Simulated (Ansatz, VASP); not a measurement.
## SiC: VASP beside Ansatz

File POSCAR:

```
SiC
1.0
    3.0753562471      0.0000000000      0.0000000000
   -1.5376781236      2.6633366356      0.0000000000
    0.0000000000      0.0000000000      5.0481080958
Si C
2 2
Direct
    0.3333333333      0.6666666667     -0.0004084052
    0.6666666667      0.3333333333      0.4995915948
    0.3333333333      0.6666666667      0.3754084052
    0.6666666667      0.3333333333      0.8754084052
```

File INCAR.step1:

```
SYSTEM = SiC
PREC = Accurate
ENCUT = 520
EDIFF = 1E-5
ISMEAR = 0
SIGMA = 0.01
LREAL = .FALSE.
LASPH = .TRUE.
NELM = 100
ALGO = Normal
ISIF = 2
LWAVE = .TRUE.
LCHARG = .FALSE.
GGA = PE
NBANDS = 16
```

The input INCAR.step2:

```
SYSTEM = SiC
PREC = Accurate
ENCUT = 520
EDIFF = 1E-6
ISMEAR = 0
SIGMA = 0.01
LREAL = .FALSE.
LASPH = .TRUE.
NELM = 100
ALGO = Normal
ISIF = 2
LWAVE = .FALSE.
LCHARG = .FALSE.
GGA = PE
LHFCALC = .TRUE.
HFSCREEN = 0.2079
PRECFOCK = Normal
ISTART = 1
NBANDS = 16
```

File KPOINTS:

```
Automatic mesh
0
G
  6 6 4
  0 0 0
```

Input for Ansatz:

```yaml
crystal:
  lattice:
    - [3.0753562471, 0.0, 0.0]
    - [-1.5376781236, 2.6633366356, 0.0]
    - [0.0, 0.0, 5.0481080958]
  atoms:
    - { symbol: Si, position: [0.3333333333, 0.6666666667, -0.0004084052] }
    - { symbol: Si, position: [0.6666666667, 0.3333333333, 0.4995915948] }
    - { symbol: C, position: [0.3333333333, 0.6666666667, 0.3754084052] }
    - { symbol: C, position: [0.6666666667, 0.3333333333, 0.8754084052] }
kpoints:
  mp_grid: { grid: [6, 6, 4] }
  band_path:
    path:
      - [0.0, 0.0, 0.0]
      - [0.5, 0.0, 0.0]
      - [0.3333333333, 0.3333333333, 0.0]
      - [0.0, 0.0, 0.5]
      - [0.5, 0.0, 0.5]
      - [0.3333333333, 0.3333333333, 0.5]
    npoints: 1
hamiltonian:
  xc: hse06
scf:
  occupations: { method: fixed }
  n_extra_bands: 5
output:
  forces: true
  stress: true
  eigenvalues: true
```

Alike in both runs: task single point; functional HSE06; k mesh 6 × 6 × 4; no spin polarisation.

|  | VASP | Ansatz |
| --- | --- | --- |
| version | VASP 6.6.1 | Ansatz 0.2.0 |
| potentials or method | VASP PAW PBE potentials, release 64 (Si, C) | plane waves, PAW |
| plane-wave cutoff (eV) | 520 | 420 |
| occupations | gaussian, width 0.01 eV | fixed |
| valence electrons in the cell | 16 | 16 |

```csv
,VASP,Ansatz,Ansatz less VASP
gap on the k mesh at the Fermi level (eV),3.16,3.16,-0.002
pressure (GPa),-1.6,-1.2,+0.38
"traceless stress, the component that is largest in VASP (GPa)",-0.30,-0.34,-0.039
rms of the force components (eV/Å),0.010,0.011,+0.0004
```

Atom by atom the forces differ by 0.000 eV/Å (rms over components). Ansatz's warnings: stress exchange threshold loose, stress scf threshold loose.
